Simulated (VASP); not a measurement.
# Be2C (Fm-3m) in VASP: further runs

Runs on Be2C. Level: r2SCAN. Tasks: relaxation of cell and atoms.

Everything below comes from runs of VASP 6.6.1. Logs are shortened: lines on timing, memory, paths and dates and some standing lists are left out, and cuts for length are marked.

## Step 1: The cell of the first run

It takes space group Fm-3m (No. 225, cubic). Conventional cell: a = 4.321 Å, b = 4.321 Å, c = 4.321 Å, α = 90.00°, β = 90.00°, γ = 90.00°. Be (site symmetry -43m) has 4 C at 1.87 Å and 6 Be at 2.16 Å within 2.5 Å. Within 2.5 Å of C (site symmetry m-3m) lie 8 Be at 1.87 Å.

## Step 2: Relaxation of cell and atoms, r2SCAN, target pressure -2 GPa, at which the enthalpy is minimised

The input, POSCAR:

```
Be2C
1.0
    2.1604635391      2.1604635391      0.0000000000
   -2.1604635391      2.1604635391      0.0000000000
    0.0000000000      2.1604635391      2.1604635391
Be C
2 1
Direct
    0.2500000000      0.7500000000      0.5000000000
    0.7500000000      0.2500000000      0.5000000000
    0.0000000000      0.0000000000      0.0000000000
```

The input, INCAR.step1:

```
SYSTEM = Be2C
PREC = Accurate ; ENCUT = 660
ISMEAR = 0 ; SIGMA = 0.01
LREAL = .FALSE. ; LASPH = .TRUE.
NELM = 120 ; GGA = PE
ALGO = Normal ; EDIFF = 1E-5
LWAVE = .TRUE. ; LCHARG = .FALSE.
GGA_COMPAT = .FALSE. ; IBRION = 2
ISIF = 3 ; EDIFFG = -0.005
NELMIN = 4 ; NSW = 100
```

The input, INCAR.step2:

```
SYSTEM = Be2C
PREC = Accurate ; ENCUT = 660
EDIFF = 1E-7 ; ISMEAR = 0
SIGMA = 0.01 ; LREAL = .FALSE.
LASPH = .TRUE. ; NELM = 120
ALGO = Normal ; ISIF = 3
LWAVE = .FALSE. ; LCHARG = .FALSE.
METAGGA = R2SCAN ; LMIXTAU = .TRUE.
IBRION = 2 ; NSW = 100
EDIFFG = -0.002 ; PSTRESS = -20.0
ISTART = 1 ; GGA_COMPAT = .FALSE.
NELMIN = 4
```

The input, KPOINTS:

```
Automatic mesh
0
G
  10 10 10
  0 0 0
```

Potentials or basis: VASP PAW PBE potentials, release 64 (Be, C).

Launch:

```bash
cat potpaw_PBE.64/Be/POTCAR potpaw_PBE.64/C/POTCAR > POTCAR
cp INCAR.step1 INCAR
mpirun -np 1 vasp_std > vasp.out
cp INCAR.step2 INCAR
mpirun -np 1 vasp_std > vasp.out
```

OUTCAR:

```text
SYSTEM = Be2C
   PREC = Accurate
   ENCUT = 660
   EDIFF = 1E-7
   ISMEAR = 0
   LREAL = .FALSE.
   LASPH = .TRUE.
   NELM = 120
   ISIF = 3
   METAGGA = R2SCAN
   IBRION = 2
   NSW = 100
   EDIFFG = -0.002
   PSTRESS = -20.0
   ISTART = 1
   NELMIN = 4

 ion  position               nearest neighbor table
   1  0.250  0.750  0.500-   3 1.87   3 1.87   3 1.87   3 1.87   2 2.16   2 2.16   2 2.16   2 2.16
                             2 2.16   2 2.16
   2  0.750  0.250  0.500-   3 1.87   3 1.87   3 1.87   3 1.87   1 2.16   1 2.16   1 2.16   1 2.16
                             1 2.16   1 2.16
   3  0.000  0.000  0.000-   2 1.87   1 1.87   1 1.87   2 1.87   1 1.87   2 1.87   2 1.87   1 1.87

  LATTYP: Found a face centered cubic cell.
 ALAT       =     4.3209270782

  Lattice vectors:

 A1 = (   0.0000000000,   2.1604635391,   2.1604635391)
 A2 = (   2.1604635391,   0.0000000000,   2.1604635391)
 A3 = (   2.1604635391,   2.1604635391,   0.0000000000)

Analysis of symmetry for initial positions (statically):
=====================================================================
 Subroutine PRICEL returns:
 Original cell was already a primitive cell.

 Routine SETGRP: Setting up the symmetry group for a
 face centered cubic supercell.

 Subroutine GETGRP returns: Found 48 space group operations
 (whereof 48 operations were pure point group operations)
 out of a pool of 48 trial point group operations.

The static configuration has the point symmetry O_h .

Analysis of symmetry for dynamics (positions and initial velocities):
=====================================================================
 Subroutine PRICEL returns:
 Original cell was already a primitive cell.

 Routine SETGRP: Setting up the symmetry group for a
 face centered cubic supercell.

 Subroutine GETGRP returns: Found 48 space group operations
 (whereof 48 operations were pure point group operations)
 out of a pool of 48 trial point group operations.

The dynamic configuration has the point symmetry O_h .

 Subroutine INISYM returns: Found 48 space group operations
 (whereof 48 operations are pure point group operations),
 and found     1 'primitive' translations

----------------------------------------------------------------------------------------

                                     Primitive cell

  volume of cell :      20.1684

  direct lattice vectors                    reciprocal lattice vectors
     2.160463539  2.160463539  0.000000000     0.231431816  0.231431816 -0.231431816
    -2.160463539  2.160463539  0.000000000    -0.231431816  0.231431816 -0.231431816
     0.000000000  2.160463539  2.160463539     0.000000000  0.000000000  0.462863632

  length of vectors
     3.055356838  3.055356838  3.055356838     0.400851664  0.400851664  0.462863632

  position of ions in fractional coordinates (direct lattice)
     0.250000000  0.750000000  0.500000000
     0.750000000  0.250000000  0.500000000
     0.000000000  0.000000000  0.000000000

  ion indices of the primitive-cell ions
   primitive index   ion index
                 1           1
                 2           2
                 3           3

----------------------------------------------------------------------------------------

 KPOINTS: Automatic mesh

Automatic generation of k-mesh.
 Grid dimensions read from file:
 generate k-points for:   10   10   10

 Generating k-lattice:

  Cartesian coordinates                     Fractional coordinates (reciprocal lattice)
     0.023143182  0.023143182 -0.023143182     0.100000000  0.000000000  0.000000000
    -0.023143182  0.023143182 -0.023143182     0.000000000  0.100000000  0.000000000
     0.000000000  0.000000000  0.046286363     0.000000000  0.000000000  0.100000000

  Length of vectors
     0.040085166  0.040085166  0.046286363

  Shift w.r.t. Gamma in fractional coordinates (k-lattice)
     0.000000000  0.000000000  0.000000000

 Subroutine IBZKPT returns following result:
 ===========================================

 Found     47 irreducible k-points:

 Following reciprocal coordinates:
            Coordinates               Weight
  0.000000  0.000000  0.000000      1.000000
  0.100000  0.000000  0.000000      8.000000
  0.200000  0.000000  0.000000      8.000000
  0.300000  0.000000  0.000000      8.000000
  0.400000  0.000000  0.000000      8.000000
  0.500000  0.000000  0.000000      4.000000
[... 16 lines left out ...]
  0.300000  0.300000  0.000000     12.000000
  0.400000  0.300000  0.000000     24.000000
 [... further k-points ...]
   k-points           NKPTS =     47   k-points in BZ     NKDIM =     47   number of bands    NBANDS=      8
   number of dos      NEDOS =    301   number of ions     NIONS =      3
   total plane-waves  NPLWV =  21952
   dimension x,y,z NGX =    28 NGY =   28 NGZ =   28
   dimension x,y,z NGXF=    56 NGYF=   56 NGZF=   56
   ions per type =               2   1
   NGX,Y,Z   is equivalent  to a cutoff of  15.24, 15.24, 15.24 a.u.
   NGXF,Y,Z  is equivalent  to a cutoff of  30.47, 30.47, 30.47 a.u.
 SYSTEM =  Be2C
   PREC   = accura    normal or accurate (medium, high low for compatibility)
   ISTART =      1    job   : 0-new  1-cont  2-samecut
   ICHARG =      0    charge: 1-file 2-atom 10-const
   ISPIN  =      1    spin polarized calculation?
   LNONCOLLINEAR =      F non collinear calculations
   LSORBIT =      F    spin-orbit coupling
   LASPH  =      T    aspherical Exc in radial PAW
   ENCUT  =  660.0 eV  48.51 Ry    6.96 a.u.   6.40  6.40  6.40*2*pi/ulx,y,z
   NELM   =    120;   NELMIN=  4; NELMDL=  0     # of ELM steps
   EDIFF  = 0.1E-06   stopping-criterion for ELM
   LREAL  =      F    real-space projection
   EDIFFG = -.2E-02   stopping-criterion for IOM
   NSW    =    100    number of steps for IOM
   IBRION =      2    ionic relax: 0-MD 1-quasi-New 2-CG
   NFREE  =      1    steps in history (QN), initial steepest desc. (CG)
   ISIF   =      3    stress and relaxation
   ISYM   =      2    0-nonsym 1-usesym 2-fastsym
   POTIM  = 0.5000    time-step for ionic-motion
   TEBEG  =    0.0;   TEEND  =   0.0 temperature during run
   PSTRESS=  -20.0 pullay stress
   NELECT =       8.0000    total number of electrons
   NUPDOWN=      -1.0000    fix difference up-down
   EMIN   =  10.00;   EMAX   =-10.00  energy-range for DOS
   EFERMI =   0.00;   METHOD = LEGACY
   ISMEAR =     0;   SIGMA  =   0.01  broadening in eV -4-tet -1-fermi 0-gaus
   EFERMI_NEDOS =   21; number of points for ismear=-14 and -15
   IALGO  =     38    algorithm
   IMIX   =      4    mixing-type and parameters
     AMIX     =   0.40;   BMIX     =  1.00
     AMIX_MAG =   1.60;   BMIX_MAG =  1.00
  volume/ion in A,a.u.               =       6.72        45.37
  Fermi-wavevector in a.u.,A,eV,Ry     =   1.202859  2.273073 19.685843  1.446869
  Thomas-Fermi vector in A             =   2.338628
   LORBIT       =      0    0 simple, 1 ext, 2 COOP (PROOUT), +10 PAW based schemes
   METAGGA = R2SCAN    functional components
   LHFCALC =     F    Hartree Fock is set to
   AEXX    =    0.0000 exact exchange contribution
   IVDW    =     0    specifies the selected vdW correction
   LEPSILON=     F    determine dielectric tensor
   LRPA    =     F    only Hartree local field effects (RPA)
 conjugate gradient relaxation of ions
 non-spin polarized calculation
 Gauss-broadening in eV      SIGMA  =   0.01
  energy-cutoff  :      660.00
  volume of cell :       20.17
 maximum number of plane-waves:       794
 NGX is ok and might be reduce to    28
   NGX = 13   NGY = 13   NGZ = 13

--------------------------------------- Ionic step        1  -------------------------------------------

 number of electron       8.0000000 magnetization

 Free energy of the ion-electron system (eV)
  ---------------------------------------------------
  ext. energy  EPLUGINS =         0.00000000
  ---------------------------------------------------
  free energy    TOTEN  =       -19.47585517 eV

  energy without entropy =      -19.47585517  energy(sigma->0) =      -19.47585517

------------------------ aborting loop because EDIFF is reached ----------------------------------------

  FORCE on cell =-STRESS in cart. coord.  units (eV):
  Direction    XX          YY          ZZ          XY          YZ          ZX
  --------------------------------------------------------------------------------------
  -------------------------------------------------------------------------------------
  Total        0.1000273      0.1000273      0.1000273      0.0000000      0.0000000      0.0000000
  in kB        7.9461789      7.9461789      7.9461789      0.0000000      0.0000000      0.0000000
  external PRESSURE =      27.9461789 kB  Pullay stress =     -20.0000000 kB
[... 63 lines left out ...]
  enthalpy is  TOTEN    =       -19.7299552592 eV   P V=       -0.2560589642

--------------------------------------- Ionic step        3  -------------------------------------------

 number of electron       8.0000000 magnetization

 Free energy of the ion-electron system (eV)
  ---------------------------------------------------
  ext. energy  EPLUGINS =         0.00000000
  ---------------------------------------------------
  free energy    TOTEN  =       -19.47478660 eV

  energy without entropy =      -19.47478660  energy(sigma->0) =      -19.47478660

 E-fermi :   7.7426     XC(G=0): -11.9886

 val. band max:        7.6365418446   @ k =   0.0000   0.0000   0.0000
 cond. band min:       9.1559084728   @ k =   0.5000   0.5000   0.0000
 fundamental gap:      1.5193666282
 Fermi energy:         7.7425555449

 k-point     1 :       0.0000    0.0000    0.0000
  band No.  band energies     occupation
      1      -8.2377      2.00000
      2       7.6365      2.00000
      3       7.6365      2.00000
      4       7.6365      2.00000
      5      12.2370      0.00000
      6      12.2370      0.00000
      7      12.2370      0.00000
      8      14.9371      0.00000
[... 243 lines left out ...]
 k-point    24 :       0.4000    0.3000    0.0000
  band No.  band energies     occupation
      1      -4.5159      2.00000
      2      -0.0322      2.00000
      3       1.8039      2.00000
      4       3.9128      2.00000
      5      11.8277      0.00000
      6      17.6244      0.00000
      7      18.3304      0.00000
      8      19.1149      0.00000

 [... further k-points ...]
[... 5 lines left out ...]
  --------------------------------------------------------------------------------------
  -------------------------------------------------------------------------------------
  Total       -0.2570192     -0.2570192     -0.2570192      0.0000000      0.0000000     -0.0000000
  in kB      -20.1359890    -20.1359890    -20.1359890      0.0000000      0.0000000     -0.0000000
  external PRESSURE =      -0.1359890 kB  Pullay stress =     -20.0000000 kB
[... 18 lines left out ...]
  FREE ENERGIE OF THE ION-ELECTRON SYSTEM (eV)
  ---------------------------------------------------
  free  energy   TOTEN  =       -19.4747866046 eV

  energy  without entropy=      -19.4747866046  energy(sigma->0) =      -19.47478660

  enthalpy is  TOTEN    =       -19.7300700366 eV   P V=       -0.2552834320

 reached required accuracy - stopping structural energy minimisation
```

Wall time 1.7 min (1 thread of AMD EPYC 9R45 (Zen 5), shared host); peak memory 0.13 GiB.

What came out:

- Free energy: -19.4748 eV
- Relaxed volume: 6.82 Å³/atom
- Relaxed cell: a = 3.070 Å, b = 3.070 Å, c = 3.070 Å, α = 60.00°, β = 60.00°, γ = 90.00°
- Space group after relaxing (to 0.1 Å): Fm-3m (No. 225)
- Energy change on relaxing (the run minimises the enthalpy): +0.4 meV/atom
- Ionic steps: 3
- Pressure after relaxing: -2.0 GPa
- Band gap on the k mesh: 1.52 eV (least direct gap 4.60 eV)

The path:
| step | energy change (eV) | largest force (eV/Å) | pressure (GPa) | volume (Å³) |
| --- | --- | --- | --- | --- |
| 1 | 0.0000 | 0.0000 | 0.79 | 20.17 |
| 2 | 0.0020 | 0.0000 | -2.61 | 20.51 |
| 3 | 0.0011 | 0.0000 | -2.01 | 20.45 |

Final structure:
```
CELL_PARAMETERS angstrom
2.17049 2.17049 0.00000
-2.17049 2.17049 0.00000
0.00000 2.17049 2.17049
ATOMIC_POSITIONS crystal
Be 0.25000 0.75000 0.50000
Be 0.75000 0.25000 0.50000
C 0.00000 0.00000 0.00000
```

Levels at points of the mesh, in eV from the valence-band top:
| k point | band 2 | band 3 | band 4 | band 5 | band 6 | band 7 |
| --- | --- | --- | --- | --- | --- | --- |
| (0.00, 0.00, 0.00) | 0.00 | 0.00 | 0.00 | 4.60 | 4.60 | 4.60 |
| (0.50, 0.00, 0.00) | -9.02 | -1.89 | -1.89 | 5.52 | 5.52 | 7.47 |
| (0.50, 0.50, 0.00) | -7.10 | -4.87 | -4.87 | 1.52 | 6.11 | 14.30 |

Caveat: the cell is relaxed towards a set pressure, so the run minimises the enthalpy, not the energy; the PAW data sets were made with another functional, which shifts forces and pressure a little. Zero-point motion and thermal expansion aren't in these numbers.

## Step 3: Relaxation of cell and atoms, r2SCAN, target pressure 2 GPa, at which the enthalpy is minimised

POSCAR is that of step 2.

The input, INCAR.step1:

```
PREC = Accurate
ENCUT = 660
ISMEAR = 0
SIGMA = 0.01
LREAL = F
LASPH = T
NELM = 120
GGA = PE
ALGO = Normal
EDIFF = 1E-5
LWAVE = T
LCHARG = F
GGA_COMPAT = F
IBRION = 2
ISIF = 3
EDIFFG = -0.005
NELMIN = 4
NSW = 100
```

The input, INCAR.step2:

```
PREC = Accurate
ENCUT = 660
EDIFF = 1E-7
ISMEAR = 0
SIGMA = 0.01
LREAL = F
LASPH = T
NELM = 120
ALGO = Normal
ISIF = 3
LWAVE = F
LCHARG = F
METAGGA = R2SCAN
LMIXTAU = T
IBRION = 2
NSW = 100
EDIFFG = -0.002
PSTRESS = 20.0
ISTART = 1
GGA_COMPAT = F
NELMIN = 4
```

The input, KPOINTS:

```
Automatic mesh
0
Gamma
  10 10 10
```

Potentials or basis: VASP PAW PBE potentials, release 64 (Be, C).

Launch:

```bash
cat potpaw_PBE.64/Be/POTCAR potpaw_PBE.64/C/POTCAR > POTCAR
cp INCAR.step1 INCAR
mpirun -np 1 vasp_std > vasp.out
cp INCAR.step2 INCAR
mpirun -np 1 vasp_std > vasp.out
```

It took 91 s on 1 thread of AMD EPYC 9R45 (Zen 5), shared host; peak memory 0.13 GiB.

The run converged. Its results:

* Free energy: -19.4749 eV
* Relaxed volume: 6.68 Å³/atom
* Relaxed cell: a = 3.050 Å, b = 3.050 Å, c = 3.050 Å, α = 60.00°, β = 60.00°, γ = 90.00°
* Space group after relaxing (to 0.1 Å): Fm-3m (No. 225)
* Energy change on relaxing (the run minimises the enthalpy): +0.3 meV/atom
* Ionic steps: 3
* Pressure after relaxing: 2.0 GPa
* Band gap on the k mesh: 1.53 eV (least direct gap 4.64 eV)

Step by step:
```csv
step,energy change (eV),largest force (eV/Å),pressure (GPa),volume (Å³)
1,0.0000,0.0000,0.79,20.17
2,0.0014,0.0000,2.33,20.02
3,0.0010,0.0000,1.98,20.05
```

Final structure:
```xyz
3
Lattice="2.1564 2.1564 0.0000 -2.1564 2.1564 0.0000 0.0000 2.1564 2.1564" Properties=species:S:1:pos:R:3 pbc="T T T"
Be   -1.0782    3.2346    1.0782
Be    1.0782    3.2346    1.0782
C     0.0000    0.0000    0.0000
```

Levels at points of the mesh, in eV from the valence-band top:
```tsv
k point	band 1	band 2	band 3	band 4	band 5	band 6	band 7	band 8
(0.00, 0.00, 0.00)	-16.02	0.00	0.00	0.00	4.64	4.64	4.64	7.53
(0.50, 0.00, 0.00)	-13.04	-9.15	-1.92	-1.92	5.56	5.56	7.68	10.87
(0.50, 0.50, 0.00)	-12.22	-7.17	-4.96	-4.96	1.53	6.25	14.52	14.52
```

Caveat: the cell is relaxed towards a set pressure, so the run minimises the enthalpy, not the energy; the PAW data sets were made with another functional, which shifts forces and pressure a little. A k mesh can miss the band edges.
